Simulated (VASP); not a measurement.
**Si2Mo: relaxation of the atoms with PBEsol**

Si2Mo:

```
Mo Si
1.0
    -1.60000    1.60000    3.77328
     1.60000   -1.60000    3.77328
     1.60000    1.60000   -3.77328
Mo Si
1 2
Cartesian
  0.0000 0.0000 0.0000
  0.0000 0.0000 5.0336
  0.0000 0.0000 2.5130
```

```json
{
 "Program": "VASP 6.6.1",
 "Task": "relaxation of the atoms",
 "Functional": "PBEsol",
 "Potentials or basis": "VASP PAW PBE potentials, release 64 (Mo_sv, Si)",
 "Cutoff": "520 eV",
 "k mesh": "10 × 10 × 10",
 "Occupations": "fermi-dirac, width 0.05 eV",
 "Spin": "no spin polarisation",
 "Dipole correction": "no",
 "Further INCAR settings": "ALGO = Normal; EDIFF = 1e-07; IBRION = 2; EDIFFG = -0.01; NSW = 60"
}
```

```yaml
Energy_gained_by_relaxing: 1.3 meV/atom
Ionic_steps: 3
Pressure_after_relaxing: 8.6 GPa
Band_gap_on_the_k_mesh: zero (band 11 reaches 13.09 eV, above the bottom of band 12 at 12.20 eV)
```

Stress tensor (GPa, compression positive):
```
 2.41  0.00  0.00
 0.00  2.41  0.00
 0.00  0.00 21.02
```

Step by step:
```
step  energy change (eV)  largest force (eV/Å)  pressure (GPa)
   1              0.0000                0.3143            8.46
   2             -0.0039                0.0615            8.65
   3             -0.0040                0.0003            8.61
```

Final structure:
```cif
data_structure
_symmetry_space_group_name_H-M 'P 1'
_symmetry_Int_Tables_number 1
_cell_length_a 4.3997
_cell_length_b 4.3997
_cell_length_c 4.3997
_cell_angle_alpha 137.350
_cell_angle_beta 137.350
_cell_angle_gamma 61.900
_cell_volume 38.64
loop_
_atom_site_label
_atom_site_type_symbol
_atom_site_fract_x
_atom_site_fract_y
_atom_site_fract_z
_atom_site_occupancy
Mo1 Mo 0.00000 0.00000 0.00000 1
Si1 Si 0.66531 0.66531 0.00000 1
Si2 Si 0.33469 0.33469 0.00000 1
```

Levels at points of the mesh, in eV from the Fermi level:
```
           k point  band 8  band 9  band 10  band 11  band 12  band 13  band 14  band 15
(0.00, 0.00, 0.00)   -2.77   -2.77    -2.68     0.35     3.14     3.37     3.52     3.52
(0.50, 0.00, 0.00)   -4.37   -2.73    -2.50    -0.52     2.38     3.10     4.74     4.85
(0.50, 0.50, 0.00)   -5.01   -4.50    -2.83    -1.11     2.42     3.05     3.86     4.02
(0.50, 0.50, 0.50)   -2.22   -0.58    -0.58    -0.43    -0.43     0.54     5.74     5.95
```

Wall time 5.1 min on 1 thread of AMD EPYC 7R43 64-Core Processor (Zen 3), on a shared host, peak memory 0.2 GiB.

Caveat: the PAW data sets were made with another functional, which shifts forces and pressure a little.
